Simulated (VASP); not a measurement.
# Nb (Im-3m) in VASP: further runs

Nb is run at these levels: r2SCAN; tasks: single point.

All numbers are computed with VASP 6.6.1; they aren't measurements. Logs are shortened: lines on timing, memory, paths and dates and some standing lists are left out, and cuts for length are marked.

## (1) The cell of the first run

It takes space group Im-3m (No. 229, cubic). Conventional cell: a = 3.328 Å, b = 3.328 Å, c = 3.328 Å, α = 90.00°, β = 90.00°, γ = 90.00°. Nb (site symmetry m-3m) has 14 Nb at 2.88 to 3.33 Å within 3.8 Å.

## (2) Single point, r2SCAN

Input file POSCAR:

```
Nb
1.0
   -1.6639500000      1.6639500000      1.6639500000
    1.6639500000     -1.6639500000      1.6639500000
    1.6639500000      1.6639500000     -1.6639500000
Nb
1
Direct
    0.0000000000      0.0000000000      0.0000000000
```

Input file INCAR.step1:

```
SYSTEM = Nb
PREC     = Accurate       ! precision mode
ENCUT    = 520            ! plane-wave cutoff, eV
ISMEAR   = -1             ! smearing method
SIGMA    = 0.05           ! smearing width, eV
LREAL    = .False.        ! projectors in reciprocal space
LASPH    = .True.         ! aspherical terms in the spheres
NELM     = 100            ! most SCF steps
NBANDS   = 12             ! bands
GGA      = PE             ! functional
ALGO     = Normal         ! electronic algorithm
EDIFF    = 1E-4           ! SCF threshold, eV
LWAVE    = .True.         ! write WAVECAR
LCHARG   = .False.        ! write CHGCAR
```

Input file INCAR.step2:

```
SYSTEM = Nb
PREC     = Accurate       ! precision mode
ENCUT    = 520            ! plane-wave cutoff, eV
EDIFF    = 1E-6           ! SCF threshold, eV
ISMEAR   = -1             ! smearing method
SIGMA    = 0.05           ! smearing width, eV
LREAL    = .False.        ! projectors in reciprocal space
LASPH    = .True.         ! aspherical terms in the spheres
NELM     = 100            ! most SCF steps
ALGO     = Normal         ! electronic algorithm
ISIF     = 2              ! what is computed and relaxed
LWAVE    = .False.        ! write WAVECAR
LCHARG   = .True.         ! write CHGCAR
METAGGA  = R2SCAN         ! meta-GGA
LMIXTAU  = .True.       
LELF     = .True.         ! ELF
LVHAR    = .True.       
NBANDS   = 12             ! bands
ISTART   = 1
```

Input file KPOINTS:

```
regular mesh
0
Gamma
  10 10 10
  0 0 0
```

Potentials or basis: VASP PAW PBE potentials, release 64 (Nb_sv).

Started as:

```sh
> cat potpaw_PBE.64/Nb_sv/POTCAR > POTCAR
> cp INCAR.step1 INCAR
> mpirun -np 1 vasp_std > vasp.out
> cp INCAR.step2 INCAR
> mpirun -np 1 vasp_std > vasp.out
```

OUTCAR:

```text
SYSTEM = Nb
   PREC = Accurate
   ENCUT = 520
   EDIFF = 1E-6
   ISMEAR = -1
   LREAL = .False.
   LASPH = .True.
   NELM = 100
   ISIF = 2
   METAGGA = R2SCAN
   ISTART = 1

 ion  position               nearest neighbor table
   1  0.000  0.000  0.000-

  LATTYP: Found a body centered cubic cell.
 ALAT       =     3.3279000000

  Lattice vectors:

 A1 = (  -1.6639500000,   1.6639500000,   1.6639500000)
 A2 = (   1.6639500000,  -1.6639500000,   1.6639500000)
 A3 = (   1.6639500000,   1.6639500000,  -1.6639500000)

Analysis of symmetry for initial positions (statically):
=====================================================================
 Subroutine PRICEL returns:
 Original cell was already a primitive cell.

 Routine SETGRP: Setting up the symmetry group for a
 body centered cubic supercell.

 Subroutine GETGRP returns: Found 48 space group operations
 (whereof 48 operations were pure point group operations)
 out of a pool of 48 trial point group operations.

The static configuration has the point symmetry O_h .

Analysis of symmetry for dynamics (positions and initial velocities):
=====================================================================
 Subroutine PRICEL returns:
 Original cell was already a primitive cell.

 Routine SETGRP: Setting up the symmetry group for a
 body centered cubic supercell.

 Subroutine GETGRP returns: Found 48 space group operations
 (whereof 48 operations were pure point group operations)
 out of a pool of 48 trial point group operations.

The dynamic configuration has the point symmetry O_h .

 Subroutine INISYM returns: Found 48 space group operations
 (whereof 48 operations are pure point group operations),
 and found     1 'primitive' translations

----------------------------------------------------------------------------------------

                                     Primitive cell

  volume of cell :      18.4281

  direct lattice vectors                    reciprocal lattice vectors
    -1.663950000  1.663950000  1.663950000     0.000000000  0.300489798  0.300489798
     1.663950000 -1.663950000  1.663950000     0.300489798  0.000000000  0.300489798
     1.663950000  1.663950000 -1.663950000     0.300489798  0.300489798  0.000000000

  length of vectors
     2.882045941  2.882045941  2.882045941     0.424956748  0.424956748  0.424956748

  position of ions in fractional coordinates (direct lattice)
     0.000000000  0.000000000  0.000000000

  ion indices of the primitive-cell ions
   primitive index   ion index
                 1           1

----------------------------------------------------------------------------------------

 KPOINTS: regular mesh

Automatic generation of k-mesh.
 Grid dimensions read from file:
 generate k-points for:   10   10   10

 Generating k-lattice:

  Cartesian coordinates                     Fractional coordinates (reciprocal lattice)
     0.000000000  0.030048980  0.030048980     0.100000000  0.000000000  0.000000000
     0.030048980  0.000000000  0.030048980     0.000000000  0.100000000  0.000000000
     0.030048980  0.030048980  0.000000000     0.000000000  0.000000000  0.100000000

  Length of vectors
     0.042495675  0.042495675  0.042495675

  Shift w.r.t. Gamma in fractional coordinates (k-lattice)
     0.000000000  0.000000000  0.000000000

 Subroutine IBZKPT returns following result:
 ===========================================

 Found     47 irreducible k-points:

 Following reciprocal coordinates:
            Coordinates               Weight
  0.000000  0.000000  0.000000      1.000000
  0.100000  0.000000  0.000000     12.000000
  0.200000  0.000000  0.000000     12.000000
  0.300000  0.000000  0.000000     12.000000
  0.400000  0.000000  0.000000     12.000000
  0.500000  0.000000  0.000000      6.000000
[... 16 lines left out ...]
  0.300000  0.300000  0.100000      8.000000
 -0.300000  0.300000  0.100000     24.000000
 [... further k-points ...]
   k-points           NKPTS =     47   k-points in BZ     NKDIM =     47   number of bands    NBANDS=     12
   number of dos      NEDOS =    301   number of ions     NIONS =      1
   total plane-waves  NPLWV =  13824
   dimension x,y,z NGX =    24 NGY =   24 NGZ =   24
   dimension x,y,z NGXF=    48 NGYF=   48 NGZF=   48
   ions per type =               1
   NGX,Y,Z   is equivalent  to a cutoff of  13.84, 13.84, 13.84 a.u.
   NGXF,Y,Z  is equivalent  to a cutoff of  27.69, 27.69, 27.69 a.u.
 SYSTEM =  Nb
   PREC   = accura    normal or accurate (medium, high low for compatibility)
   ISTART =      1    job   : 0-new  1-cont  2-samecut
   ICHARG =      0    charge: 1-file 2-atom 10-const
   ISPIN  =      1    spin polarized calculation?
   LNONCOLLINEAR =      F non collinear calculations
   LSORBIT =      F    spin-orbit coupling
   LASPH  =      T    aspherical Exc in radial PAW
   ENCUT  =  520.0 eV  38.22 Ry    6.18 a.u.   5.36  5.36  5.36*2*pi/ulx,y,z
   NELM   =    100;   NELMIN=  2; NELMDL=  0     # of ELM steps
   EDIFF  = 0.1E-05   stopping-criterion for ELM
   LREAL  =      F    real-space projection
[... 7 lines left out ...]
   TEBEG  =    0.0;   TEEND  =   0.0 temperature during run
   PSTRESS=    0.0 pullay stress
   NELECT =      13.0000    total number of electrons
   NUPDOWN=      -1.0000    fix difference up-down
   EMIN   =  10.00;   EMAX   =-10.00  energy-range for DOS
   EFERMI =   0.00;   METHOD = LEGACY
   ISMEAR =    -1;   SIGMA  =   0.05  broadening in eV -4-tet -1-fermi 0-gaus
   EFERMI_NEDOS =   21; number of points for ismear=-14 and -15
   IALGO  =     38    algorithm
   IMIX   =      4    mixing-type and parameters
     AMIX     =   0.40;   BMIX     =  1.00
     AMIX_MAG =   1.60;   BMIX_MAG =  1.00
  volume/ion in A,a.u.               =      18.43       124.36
  Fermi-wavevector in a.u.,A,eV,Ry     =   1.457345  2.753983 28.896790  2.123854
  Thomas-Fermi vector in A             =   2.574157
   LORBIT       =      0    0 simple, 1 ext, 2 COOP (PROOUT), +10 PAW based schemes
   METAGGA = R2SCAN    functional components
   LHFCALC =     F    Hartree Fock is set to
   AEXX    =    0.0000 exact exchange contribution
   IVDW    =     0    specifies the selected vdW correction
   LEPSILON=     F    determine dielectric tensor
   LRPA    =     F    only Hartree local field effects (RPA)
 non-spin polarized calculation
  energy-cutoff  :      520.00
  volume of cell :       18.43
 maximum number of plane-waves:       531
 NGX is ok and might be reduce to    24
   NGX = 11   NGY = 11   NGZ = 11

 number of electron      12.9999999 magnetization

 Free energy of the ion-electron system (eV)
  ---------------------------------------------------
  ext. energy  EPLUGINS =         0.00000000
  ---------------------------------------------------
  free energy    TOTEN  =       -24.82142461 eV

  energy without entropy =      -24.80602916  energy(sigma->0) =      -24.81372688

 E-fermi :  10.8514     XC(G=0): -13.4933

 val. band max:       10.8507612232   @ k =   0.2000   0.0000   0.0000
 cond. band min:      10.8704071074   @ k =   0.3000   0.0000   0.0000
 fundamental gap:      0.0196458841
 Fermi energy:        10.8514313447

 k-point     1 :       0.0000    0.0000    0.0000
  band No.  band energies     occupation
      1     -45.3615      2.00000
      2     -19.9507      2.00000
      3     -19.9507      2.00000
      4     -19.9507      2.00000
      5       4.5727      2.00000
      6      11.2710      0.00045
      7      11.2710      0.00045
      8      11.2710      0.00045
      9      14.3226      0.00000
     10      14.3226      0.00000
     11      25.6332      0.00000
     12      25.6332      0.00000

 k-point     2 :       0.1000    0.0000    0.0000
  band No.  band energies     occupation
      1     -45.3385      2.00000
      2     -20.0889      2.00000
      3     -19.9925      2.00000
      4     -19.9518      2.00000
      5       4.9872      2.00000
      6      11.0180      0.06902
      7      11.1907      0.00226
      8      11.6679      0.00000
      9      13.9757      0.00000
     10      14.3246      0.00000
     11      25.9425      0.00000
     12      26.3550      0.00000

 k-point     3 :       0.2000    0.0000    0.0000
  band No.  band energies     occupation
      1     -45.2778      2.00000
      2     -20.4404      2.00000
      3     -20.1003      2.00000
      4     -19.9548      2.00000
      5       6.0372      2.00000
      6      10.4245      1.99961
      7      10.8508      1.00670
      8      12.8077      0.00000
      9      13.6842      0.00000
     10      14.3863      0.00000
     11      26.1482      0.00000
     12      27.5423      0.00000
[... 286 lines left out ...]
 k-point    23 :       0.3000    0.3000    0.1000
  band No.  band energies     occupation
      1     -45.0956      2.00000
      2     -20.8132      2.00000
      3     -20.8132      2.00000
      4     -20.2441      2.00000
      5       8.7245      2.00000
      6       9.9931      2.00000
      7       9.9931      2.00000
      8      14.9799      0.00000
      9      14.9799      0.00000
     10      21.0815      0.00000
     11      22.1206      0.00000
     12      22.1206      0.00000

 k-point    24 :      -0.3000    0.3000    0.1000
  band No.  band energies     occupation
      1     -45.1833      2.00000
      2     -20.8370      2.00000
      3     -20.2777      2.00000
      4     -20.0580      2.00000
      5       7.3429      2.00000
      6      10.1844      2.00000
      7      10.5391      1.99614
      8      13.0415      0.00000
      9      14.3830      0.00000
     10      15.2596      0.00000
     11      25.1936      0.00000
     12      26.9231      0.00000

 [... further k-points ...]
[... 5 lines left out ...]
  --------------------------------------------------------------------------------------
  -------------------------------------------------------------------------------------
  Total       -0.3890237     -0.3890237     -0.3890237      0.0000000     -0.0000000     -0.0000000
  in kB      -33.8225131    -33.8225131    -33.8225131      0.0000000     -0.0000000     -0.0000000
  external PRESSURE =     -33.8225131 kB  Pullay stress =       0.0000000 kB

 VOLUME and BASIS-vectors are now :
 -----------------------------------------------------------------------------
  energy-cutoff  :      520.00
  volume of cell :       18.43
      direct lattice vectors                 reciprocal lattice vectors
    -1.663950000  1.663950000  1.663950000     0.000000000  0.300489798  0.300489798
     1.663950000 -1.663950000  1.663950000     0.300489798  0.000000000  0.300489798
     1.663950000  1.663950000 -1.663950000     0.300489798  0.300489798  0.000000000

 POSITION                                       TOTAL-FORCE (eV/Angst)
 -----------------------------------------------------------------------------------
      0.00000      0.00000      0.00000        -0.000000     -0.000000      0.000000
 -----------------------------------------------------------------------------------
    total drift:                               -0.000000      0.000000      0.000000

  FREE ENERGIE OF THE ION-ELECTRON SYSTEM (eV)
  ---------------------------------------------------
  free  energy   TOTEN  =       -24.8214246059 eV

  energy  without entropy=      -24.8060291612  energy(sigma->0) =      -24.81372688
```

It took 45 s on 1 thread of AMD EPYC 7R13 (Zen 3), shared host; peak memory 0.12 GiB.

What came out:

| Property | Result |
| --- | --- |
| Free energy | -24.8214 eV |
| Pressure | -3.4 GPa |

Caveat: the PAW data sets were made with another functional, which shifts forces and pressure a little.

## (3) Single point, r2SCAN

POSCAR is that of step 2.

Input file INCAR.step1:

```
  PREC = Accurate
  ENCUT = 550
  ISMEAR = -1
  SIGMA = 0.05
  LREAL = F
  LASPH = T
  NELM = 120
  NBANDS = 12
  GGA = PE
  ALGO = Normal
  EDIFF = 1E-5
  LWAVE = T
  LCHARG = F
  GGA_COMPAT = F
```

Input file INCAR.step2:

```
  PREC = Accurate
  ENCUT = 550
  EDIFF = 1E-6
  ISMEAR = -1
  SIGMA = 0.05
  LREAL = F
  LASPH = T
  NELM = 120
  ALGO = Normal
  ISIF = 2
  LWAVE = F
  LCHARG = F
  METAGGA = R2SCAN
  LMIXTAU = T
  NBANDS = 12
  ISTART = 1
  GGA_COMPAT = F
```

Input file KPOINTS:

```
Automatic mesh
0
Gamma
  5 5 5
```

Potentials or basis: VASP PAW PBE potentials, release 64 (Nb_sv).

Started as:

```sh
> cat potpaw_PBE.64/Nb_sv/POTCAR > POTCAR
> cp INCAR.step1 INCAR
> mpirun -np 1 vasp_std > vasp.out
> cp INCAR.step2 INCAR
> mpirun -np 1 vasp_std > vasp.out
```

Wall time 14 s (1 thread of Intel Xeon Platinum 8259CL at 2.50GHz (Skylake/Cascade Lake), shared host); peak memory 0.14 GiB.

Results (log left out):

* Free energy: -24.7737 eV
* Pressure: -5.3 GPa

Levels at points of the mesh, in eV from the Fermi level:
| k point | band 3 | band 4 | band 5 | band 6 | band 7 | band 8 | band 9 | band 10 |
| --- | --- | --- | --- | --- | --- | --- | --- | --- |
| (0.00, 0.00, 0.00) | -30.85 | -30.85 | -6.40 | 0.32 | 0.32 | 0.32 | 3.40 | 3.40 |

Caveat: the k points lie up to 0.53 Å⁻¹ apart; the PAW data sets were made with another functional, which shifts forces and pressure a little.

## (4) Single point, r2SCAN

POSCAR is that of step 3.

Input file INCAR.step1:

```
PREC = Accurate ; ENCUT = 550
ISMEAR = -1 ; SIGMA = 0.05
LREAL = F ; LASPH = T
NELM = 120 ; NBANDS = 12
GGA = PE ; ALGO = Normal
EDIFF = 1E-5 ; LWAVE = T
LCHARG = F ; GGA_COMPAT = F
```

Input file INCAR.step2:

```
PREC = Accurate ; ENCUT = 550
EDIFF = 1E-6 ; ISMEAR = -1
SIGMA = 0.05 ; LREAL = F
LASPH = T ; NELM = 120
ALGO = Normal ; ISIF = 2
LWAVE = F ; LCHARG = T
METAGGA = R2SCAN ; LMIXTAU = T
LELF = T ; LVHAR = T
NBANDS = 12 ; ISTART = 1
GGA_COMPAT = F
```

Input file KPOINTS:

```
Automatic mesh
0
Gamma
  10 10 10
```

Started as:

```sh
> cat potpaw_PBE.64/Nb_sv/POTCAR > POTCAR
> cp INCAR.step1 INCAR
> mpirun -np 1 vasp_std > vasp.out
> cp INCAR.step2 INCAR
> mpirun -np 1 vasp_std > vasp.out
```

Wall time 31 s (1 thread of Intel Xeon Platinum 8259CL at 2.50GHz (Skylake/Cascade Lake), shared host); peak memory 0.14 GiB.

It converged, with:

```yaml
Free_energy: -24.8209 eV
Pressure: -3.3 GPa
```

Levels at points of the mesh, in eV from the Fermi level:
| k point | band 2 | band 3 | band 4 | band 5 | band 6 | band 7 | band 8 | band 9 | band 10 | band 11 |
| --- | --- | --- | --- | --- | --- | --- | --- | --- | --- | --- |
| (0.00, 0.00, 0.00) | -30.80 | -30.80 | -30.80 | -6.28 | 0.42 | 0.42 | 0.42 | 3.47 | 3.47 | 14.78 |
| (0.50, 0.00, 0.00) | -32.15 | -31.22 | -30.81 | -3.84 | -1.67 | 2.10 | 3.47 | 4.18 | 6.44 | 12.05 |
| (0.50, 0.50, 0.50) | -31.72 | -31.72 | -31.72 | -3.78 | -3.78 | 5.68 | 5.68 | 5.68 | 9.29 | 9.29 |

Caveat: the PAW data sets were made with another functional, which shifts forces and pressure a little.

## (5) Single point, r2SCAN

POSCAR is that of step 4.

Input file INCAR.step1:

```
SYSTEM = Nb
ALGO = Normal
EDIFF = 1E-5
ENCUT = 550
GGA = PE
GGA_COMPAT = .False.
ISMEAR = -1
LASPH = .True.
LCHARG = .False.
LREAL = .False.
LWAVE = .True.
NBANDS = 12
NELM = 120
PREC = Accurate
SIGMA = 0.1
```

Input file INCAR.step2:

```
SYSTEM = Nb
ALGO = Normal
EDIFF = 1E-6
ENCUT = 550
GGA_COMPAT = .False.
ISIF = 2
ISMEAR = -1
ISTART = 1
LASPH = .True.
LCHARG = .False.
LMIXTAU = .True.
LREAL = .False.
LWAVE = .False.
METAGGA = R2SCAN
NBANDS = 12
NELM = 120
PREC = Accurate
SIGMA = 0.1
```

Input file KPOINTS:

```
k-points
0
Gamma
  10 10 10
  0 0 0
```

Started as:

```sh
> cat potpaw_PBE.64/Nb_sv/POTCAR > POTCAR
> cp INCAR.step1 INCAR
> mpirun -np 1 vasp_std > vasp.out
> cp INCAR.step2 INCAR
> mpirun -np 1 vasp_std > vasp.out
```

Run time: 31 s. Hardware: 1 thread of Intel Xeon Platinum 8259CL at 2.50GHz (Skylake/Cascade Lake), shared host; peak memory 0.15 GiB.

It converged, with:

```
Free energy : -24.8434 eV
Pressure    : -3.1 GPa
```

Levels at points of the mesh, in eV from the Fermi level:
```tsv
k point	band 3	band 4	band 5	band 6	band 7	band 8	band 9	band 10
(0.00, 0.00, 0.00)	-30.81	-30.81	-6.28	0.42	0.42	0.42	3.47	3.47
(0.50, 0.00, 0.00)	-31.23	-30.82	-3.84	-1.67	2.10	3.47	4.18	6.44
(0.50, 0.50, 0.50)	-31.73	-31.73	-3.78	-3.78	5.67	5.67	5.67	9.29
```

Caveat: the PAW data sets were made with another functional, which shifts forces and pressure a little.

[end of part 1 of 2]
